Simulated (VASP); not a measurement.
# Mg2S (I4/mcm) in VASP: further runs, part 2 of 2

VASP 6.6.1.

## Step 3: Single point, PBE

This run uses another cell than the first one, of 20.19 Å³/atom.

The input, INCAR:

```
SYSTEM = Mg2S
PREC     = Accurate       ! precision mode
ENCUT    = 520            ! plane-wave cutoff, eV
EDIFF    = 1E-7           ! SCF threshold, eV
ISMEAR   = 0              ! smearing method
SIGMA    = 0.1            ! smearing width, eV
LREAL    = .FALSE.        ! projectors in reciprocal space
LASPH    = .TRUE.         ! aspherical terms in the spheres
NELM     = 100            ! most SCF steps
ALGO     = Normal         ! electronic algorithm
ISIF     = 2              ! what is computed and relaxed
LWAVE    = .FALSE.        ! write WAVECAR
LCHARG   = .FALSE.        ! write CHGCAR
GGA      = PE             ! functional
NBANDS   = 19             ! bands
```

The input, KPOINTS:

```
Automatic mesh
0
G
  10 10 10
  0 0 0
```

The input, POSCAR:

```
Mg2S
1.0
   -2.9588728922      2.9588728922      3.4590813094
    2.9588728922     -2.9588728922      3.4590813094
    2.9588728922      2.9588728922     -3.4590813094
Mg S
4 2
Direct
    0.6799618883      0.1799618883      0.8599237766
    0.1799618883      0.3200381117      0.5000000000
    0.3200381117      0.8200381117      0.1400762234
    0.8200381117      0.6799618883      0.5000000000
    0.2500000000      0.2500000000      0.0000000000
    0.7500000000      0.7500000000      0.0000000000
```

Potentials or basis: VASP PAW PBE potentials, release 64 (Mg, S).

Run with:

```console
cat potpaw_PBE.64/Mg/POTCAR potpaw_PBE.64/S/POTCAR > POTCAR
mpirun -np 1 vasp_std > vasp.out
```

OUTCAR:

```text
SYSTEM = Mg2S
   PREC = Accurate
   ENCUT = 520
   EDIFF = 1E-7
   ISMEAR = 0
   LREAL = .FALSE.
   LASPH = .TRUE.
   NELM = 100
   ISIF = 2
   GGA = PE

 ion  position               nearest neighbor table
   1  0.680  0.180  0.860-   5 2.78   6 2.78   5 2.78   6 2.78   3 3.01   4 3.07   2 3.07   4 3.07
                             2 3.07   3 3.65   3 3.65
   2  0.180  0.320  0.500-   6 2.78   5 2.78   5 2.78   6 2.78   4 3.01   3 3.07   3 3.07   1 3.07
                             1 3.07   4 3.65   4 3.65
   3  0.320  0.820  0.140-   5 2.78   6 2.78   5 2.78   6 2.78   1 3.01   2 3.07   2 3.07   4 3.07
                             4 3.07   1 3.65   1 3.65
   4  0.820  0.680  0.500-   5 2.78   6 2.78   6 2.78   5 2.78   2 3.01   3 3.07   1 3.07   3 3.07
                             1 3.07   2 3.65   2 3.65
   5  0.250  0.250  0.000-   4 2.78   3 2.78   1 2.78   2 2.78   3 2.78   2 2.78   4 2.78   1 2.78

   6  0.750  0.750  0.000-   3 2.78   2 2.78   1 2.78   3 2.78   4 2.78   4 2.78   1 2.78   2 2.78

  LATTYP: Found a body centered tetragonal cell.
 ALAT       =     5.9177457844
 C/A-ratio  =     1.1690537023

  Lattice vectors:

 A1 = (  -2.9588728922,   2.9588728922,   3.4590813094)
 A2 = (   2.9588728922,  -2.9588728922,   3.4590813094)
 A3 = (   2.9588728922,   2.9588728922,  -3.4590813094)

Analysis of symmetry for initial positions (statically):
=====================================================================
 Subroutine PRICEL returns:
 Original cell was already a primitive cell.

 Routine SETGRP: Setting up the symmetry group for a
 body centered tetragonal supercell.

 Subroutine GETGRP returns: Found 16 space group operations
 (whereof  8 operations were pure point group operations)
 out of a pool of 16 trial point group operations.

The static configuration has the point symmetry C_4h.
 The point group associated with its full space group is D_4h.

Analysis of symmetry for dynamics (positions and initial velocities):
=====================================================================
 Subroutine PRICEL returns:
 Original cell was already a primitive cell.

 Routine SETGRP: Setting up the symmetry group for a
 body centered tetragonal supercell.

 Subroutine GETGRP returns: Found 16 space group operations
 (whereof  8 operations were pure point group operations)
 out of a pool of 16 trial point group operations.

The dynamic configuration has the point symmetry C_4h.
 The point group associated with its full space group is D_4h.

 Subroutine INISYM returns: Found 16 space group operations
 (whereof  8 operations are pure point group operations),
 and found     1 'primitive' translations

----------------------------------------------------------------------------------------

                                     Primitive cell

  volume of cell :     121.1360

  direct lattice vectors                    reciprocal lattice vectors
    -2.958872892  2.958872892  3.459081309     0.000000000  0.168983264  0.144547050
     2.958872892 -2.958872892  3.459081309     0.168983264  0.000000000  0.144547050
     2.958872892  2.958872892 -3.459081309     0.168983264  0.168983264  0.000000000

  length of vectors
     5.429097631  5.429097631  5.429097631     0.222371746  0.222371746  0.238978424

  position of ions in fractional coordinates (direct lattice)
     0.679961888  0.179961888  0.859923777
     0.179961888  0.320038112  0.500000000
[... 47 lines left out ...]
  0.500000 -0.000000  0.000000      4.000000
[... 16 lines left out ...]
  0.300000  0.300000  0.000000      8.000000
  0.400000  0.300000  0.000000     16.000000
 [... further k-points ...]
   k-points           NKPTS =    102   k-points in BZ     NKDIM =    102   number of bands    NBANDS=     19
   number of dos      NEDOS =    301   number of ions     NIONS =      6
   total plane-waves  NPLWV =  64000
   dimension x,y,z NGX =    40 NGY =   40 NGZ =   40
   dimension x,y,z NGXF=    80 NGYF=   80 NGZF=   80
   ions per type =               4   2
   NGX,Y,Z   is equivalent  to a cutoff of  12.25, 12.25, 12.25 a.u.
   NGXF,Y,Z  is equivalent  to a cutoff of  24.50, 24.50, 24.50 a.u.
 SYSTEM =  Mg2S
   PREC   = accura    normal or accurate (medium, high low for compatibility)
   ISTART =      0    job   : 0-new  1-cont  2-samecut
   ICHARG =      2    charge: 1-file 2-atom 10-const
   ISPIN  =      1    spin polarized calculation?
   LNONCOLLINEAR =      F non collinear calculations
   LSORBIT =      F    spin-orbit coupling
   LASPH  =      T    aspherical Exc in radial PAW
   ENCUT  =  520.0 eV  38.22 Ry    6.18 a.u.  10.09 10.09 10.09*2*pi/ulx,y,z
   NELM   =    100;   NELMIN=  2; NELMDL= -5     # of ELM steps
   EDIFF  = 0.1E-06   stopping-criterion for ELM
   LREAL  =      F    real-space projection
   EDIFFG = 0.1E-05   stopping-criterion for IOM
   NSW    =      0    number of steps for IOM
   IBRION =     -1    ionic relax: 0-MD 1-quasi-New 2-CG
   NFREE  =      0    steps in history (QN), initial steepest desc. (CG)
   ISIF   =      2    stress and relaxation
   ISYM   =      2    0-nonsym 1-usesym 2-fastsym
   POTIM  = 0.5000    time-step for ionic-motion
   TEBEG  =    0.0;   TEEND  =   0.0 temperature during run
   PSTRESS=    0.0 pullay stress
   NELECT =      20.0000    total number of electrons
   NUPDOWN=      -1.0000    fix difference up-down
   EMIN   =  10.00;   EMAX   =-10.00  energy-range for DOS
   EFERMI =   0.00;   METHOD = LEGACY
   ISMEAR =     0;   SIGMA  =   0.10  broadening in eV -4-tet -1-fermi 0-gaus
   EFERMI_NEDOS =   21; number of points for ismear=-14 and -15
   IALGO  =     38    algorithm
   IMIX   =      4    mixing-type and parameters
     AMIX     =   0.40;   BMIX     =  1.00
     AMIX_MAG =   1.60;   BMIX_MAG =  1.00
  volume/ion in A,a.u.               =      20.19       136.24
  Fermi-wavevector in a.u.,A,eV,Ry     =   0.898105  1.697172 10.974354  0.806592
  Thomas-Fermi vector in A             =   2.020772
   LORBIT       =      0    0 simple, 1 ext, 2 COOP (PROOUT), +10 PAW based schemes
   GGA     = PE    functional components
   LHFCALC =     F    Hartree Fock is set to
   AEXX    =    0.0000 exact exchange contribution
   IVDW    =     0    specifies the selected vdW correction
   LEPSILON=     F    determine dielectric tensor
   LRPA    =     F    only Hartree local field effects (RPA)
 non-spin polarized calculation
 Gauss-broadening in eV      SIGMA  =   0.10
  energy-cutoff  :      520.00
  volume of cell :      121.14
 maximum number of plane-waves:      3290
   NGX = 21   NGY = 21   NGZ = 21

 number of electron      19.9999996 magnetization

 Free energy of the ion-electron system (eV)
  ---------------------------------------------------
  ext. energy  EPLUGINS =         0.00000000
  ---------------------------------------------------
  free energy    TOTEN  =       -17.94165306 eV

  energy without entropy =      -17.93892807  energy(sigma->0) =      -17.94029056

 E-fermi :   4.2587     XC(G=0):  -9.0765

 val. band max:        4.2542598015   @ k =   0.5000   0.5000   0.1000
 cond. band min:       4.3198850190   @ k =   0.5000   0.5000   0.4000
 fundamental gap:      0.0656252175
 Fermi energy:         4.2587237180

 k-point     1 :       0.0000    0.0000    0.0000
  band No.  band energies     occupation
      1      -9.7752      2.00000
      2      -8.6098      2.00000
      3      -1.4266      2.00000
      4      -0.1506      2.00000
      5      -0.1506      2.00000
      6       0.2513      2.00000
[... 505 lines left out ...]
      6       0.0583      2.00000
[... 11 lines left out ...]
     18       9.4698      0.00000
     19       9.6958      0.00000

 [... further k-points ...]

------------------------ aborting loop because EDIFF is reached ----------------------------------------

  FORCE on cell =-STRESS in cart. coord.  units (eV):
  Direction    XX          YY          ZZ          XY          YZ          ZX
  --------------------------------------------------------------------------------------
  -------------------------------------------------------------------------------------
  Total       -0.1339048     -0.1339048     -0.1044146      0.0000000      0.0000000      0.0000000
  in kB       -1.7710604     -1.7710604     -1.3810145      0.0000000      0.0000000      0.0000000
  external PRESSURE =      -1.6410451 kB  Pullay stress =       0.0000000 kB

 VOLUME and BASIS-vectors are now :
 -----------------------------------------------------------------------------
  energy-cutoff  :      520.00
  volume of cell :      121.14
      direct lattice vectors                 reciprocal lattice vectors
    -2.958872892  2.958872892  3.459081309     0.000000000  0.168983264  0.144547050
     2.958872892 -2.958872892  3.459081309     0.168983264  0.000000000  0.144547050
     2.958872892  2.958872892 -3.459081309     0.168983264  0.168983264  0.000000000

 POSITION                                       TOTAL-FORCE (eV/Angst)
 -----------------------------------------------------------------------------------
      1.06497      4.02384      0.00000         0.002789      0.002789     -0.000000
      1.89390      1.06497      0.00000        -0.002789      0.002789     -0.000000
      1.89390     -1.06497      3.45908        -0.002789     -0.002789      0.000000
      1.06497      1.89390      3.45908         0.002789     -0.002789     -0.000000
      0.00000      0.00000      1.72954         0.000000      0.000000     -0.000000
      0.00000      0.00000      5.18862         0.000000      0.000000     -0.000000
 -----------------------------------------------------------------------------------
    total drift:                               -0.000000     -0.000000      0.000000

  FREE ENERGIE OF THE ION-ELECTRON SYSTEM (eV)
  ---------------------------------------------------
  free  energy   TOTEN  =       -17.9416530619 eV

  energy  without entropy=      -17.9389280658  energy(sigma->0) =      -17.94029056
```

Run time: 1.9 min. Hardware: 1 thread of Intel Xeon Platinum 8488C (Sapphire Rapids), shared host; peak memory 0.37 GiB.

Results:

* Free energy: -17.9417 eV
* Pressure: -0.2 GPa
* Largest force: 0.004 eV/Å
* Band gap on the k mesh: zero (bands 10 and 11 overlap by 0.69 eV)

Forces in eV/Å, atoms in the order of the input:
```
Mg   0.003  0.003  0.000
Mg  -0.003  0.003  0.000
Mg  -0.003 -0.003  0.000
Mg   0.003 -0.003  0.000
S    0.000  0.000  0.000
S    0.000  0.000  0.000
```

Levels at points of the mesh, in eV from the Fermi level:
| k point | band 7 | band 8 | band 9 | band 10 | band 11 | band 12 | band 13 | band 14 |
| --- | --- | --- | --- | --- | --- | --- | --- | --- |
| (0.00, 0.00, 0.00) | -4.01 | -3.20 | -2.43 | -0.31 | -0.31 | -0.14 | 1.18 | 1.51 |
| (0.50, 0.00, 0.00) | -4.42 | -4.42 | -0.51 | -0.51 | 1.89 | 1.89 | 2.93 | 2.93 |
| (0.50, 0.50, 0.00) | -2.96 | -2.27 | -2.15 | -0.27 | 0.37 | 2.54 | 2.87 | 3.66 |
| (0.50, 0.50, 0.50) | -3.14 | -2.38 | -2.14 | 0.39 | 0.57 | 2.49 | 2.49 | 3.25 |

Caveat: semilocal functionals underestimate gaps, and a narrow one can read as zero.

## Step 4: Relaxation of cell and atoms, PBE

The input, INCAR:

```
  ALGO = Normal
  EDIFF = 1E-6
  EDIFFG = -0.01
  ENCUT = 600
  GGA = PE
  IBRION = 2
  ISIF = 3
  ISMEAR = 0
  LASPH = T
  LCHARG = F
  LREAL = F
  LWAVE = F
  NELM = 80
  NSW = 100
  PREC = Accurate
  SIGMA = 0.1
```

The input, KPOINTS:

```
k-points
0
Gamma
  10 10 10
```

The input, POSCAR:

```
Mg2S
1.0
   -3.2875587781      3.2875587781      2.7365677312
    3.2875587781     -3.2875587781      2.7365677312
    3.2875587781      3.2875587781     -2.7365677312
Mg S
4 2
Direct
    0.6670000000      0.1670000000      0.8340000000
    0.1670000000      0.3330000000      0.5000000000
    0.3330000000      0.8330000000      0.1660000000
    0.8330000000      0.6670000000      0.5000000000
    0.2500000000      0.2500000000      0.0000000000
    0.7500000000      0.7500000000      0.0000000000
```

Run with:

```console
cat potpaw_PBE.64/Mg/POTCAR potpaw_PBE.64/S/POTCAR > POTCAR
mpirun -np 1 vasp_std > vasp.out
```

Wall time 13 min (1 thread of Intel Xeon Platinum 8488C (Sapphire Rapids), shared host); peak memory 0.48 GiB.

Results (log left out):

```yaml
Free_energy: -17.9402 eV
Relaxed_volume: 20.12 Å³/atom
Relaxed_cell: a = 5.422 Å, b = 5.422 Å, c = 5.422 Å, α = 113.93°, β = 113.93°, γ = 100.88°
Space_group_after_relaxing_to_0.1_Å: I4/mcm (No. 140)
Energy_gained_by_relaxing: 336.3 meV/atom
Ionic_steps: 9
Pressure_after_relaxing: 0.0 GPa
Largest_force_after_relaxing: 0.004 eV/Å
Band_gap_on_the_k_mesh: zero (bands 10 and 11 overlap by 0.70 eV)
```

Forces in eV/Å, atoms in the order of the input:
```
Mg   0.003  0.003  0.000
Mg  -0.003  0.003  0.000
Mg  -0.003 -0.003  0.000
Mg   0.003 -0.003  0.000
S    0.000  0.000  0.000
S    0.000  0.000  0.000
```

Step by step:
```csv
step,energy change (eV),largest force (eV/Å),pressure (GPa),volume (Å³)
1,0.0000,0.4141,1.07,118.31
2,-0.5211,0.1411,0.22,120.34
3,-1.6882,0.9003,-0.85,124.03
4,-1.8577,0.6866,-0.11,122.13
5,-1.8741,0.5905,0.41,121.14
6,-2.0064,0.1277,-0.45,122.08
7,-2.0140,0.0200,-0.63,122.38
8,-2.0164,0.0041,0.38,119.82
9,-2.0175,0.0041,0.01,120.70
```

Final structure:
```yaml
crystal:
  lattice:
    - [-2.95604, 2.95604, 3.45322]
    - [2.95604, -2.95604, 3.45322]
    - [2.95604, 2.95604, -3.45322]
  atoms:
    - { symbol: Mg, position: [0.67992, 0.17992, 0.85983] }
    - { symbol: Mg, position: [0.17992, 0.32008, 0.50000] }
    - { symbol: Mg, position: [0.32008, 0.82008, 0.14017] }
    - { symbol: Mg, position: [0.82008, 0.67992, 0.50000] }
    - { symbol: S, position: [0.25000, 0.25000, 0.00000] }
    - { symbol: S, position: [0.75000, 0.75000, 0.00000] }
```

Levels at points of the mesh, in eV from the Fermi level:
```tsv
k point	band 8	band 9	band 10	band 11	band 12	band 13
(0.00, 0.00, 0.00)	-3.20	-2.43	-0.31	-0.31	-0.14	1.17
(0.50, 0.00, 0.00)	-4.43	-0.51	-0.51	1.90	1.90	2.93
(0.50, 0.50, 0.00)	-2.27	-2.15	-0.26	0.37	2.53	2.87
(0.50, 0.50, 0.50)	-2.39	-2.14	0.39	0.57	2.49	2.49
```

Caveat: semilocal functionals underestimate gaps, and a narrow one can read as zero.

## Step 5: Summary

```csv
task,cell,k mesh,cutoff (eV),gap on the mesh (eV),pressure (GPa)
single point,"a = 5.395 Å, angles 104.9, 104.9, 119.0°, 6 atoms, atomic positions A",4 × 4 × 4,520,none,1.3
single point,"a = 5.429 Å, angles 114.0, 114.0, 100.8°, 6 atoms, atomic positions B",10 × 10 × 10,520,none,-0.2
relaxation of cell and atoms,"relaxed from a = 5.395 Å, angles 104.9, 104.9, 119.0°, 6 atoms, atomic positions A",10 × 10 × 10,600,none,0.0
```

Alike in all rows: level PBE; potentials or basis VASP PAW PBE potentials, release 64 (Mg, S); no spin polarisation; smearing gaussian 0.1 eV.

Caveats: some runs use coarse meshes; semilocal functionals underestimate gaps, and a narrow one can read as zero (at least some runs).

Absolute energies hang on the potentials; compare differences alone.

The gap in the log of VASP goes by the Fermi energy; the results here count the filled bands.